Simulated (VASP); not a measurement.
Crystal: MoS2.

```
CELL_PARAMETERS angstrom
3.23115 0.00000 0.00000
-1.61558 2.79826 0.00000
0.00000 0.00000 12.56571
ATOMIC_POSITIONS crystal
Mo 0.66667 0.33333 0.75000
Mo 0.33333 0.66667 0.25000
S 0.66667 0.33333 0.37700
S 0.33333 0.66667 0.87700
S 0.66667 0.33333 0.12300
S 0.33333 0.66667 0.62300
```

Base run:

| Property | Result |
| --- | --- |
| Program | VASP 6.6.1 |
| Functional | PBE |
| Dispersion | D3(BJ) |
| Potentials or basis | VASP PAW PBE potentials, release 64 (Mo_sv, S) |
| Cutoff | 520 eV |
| k mesh | 10 × 10 × 3 |
| Occupations | fermi-dirac, width 0.05 eV |
| Spin | no spin polarisation |

Its results: band gap on the k mesh 0.98 eV, indirect (least direct gap 1.73 eV); pressure -9.4 GPa; largest force 0.919 eV/Å.

Q: The run is repeated on the same cell with these changes: functional from PBE to RPBE. What comes out?

A: Band gap on the k mesh 1.03 eV, indirect (least direct gap 1.73 eV); pressure -21.0 GPa; largest force 1.435 eV/Å.

Caveats: the PAW data sets were made with another functional, which shifts forces and pressure a little (some runs).

A k mesh can miss the band edges.
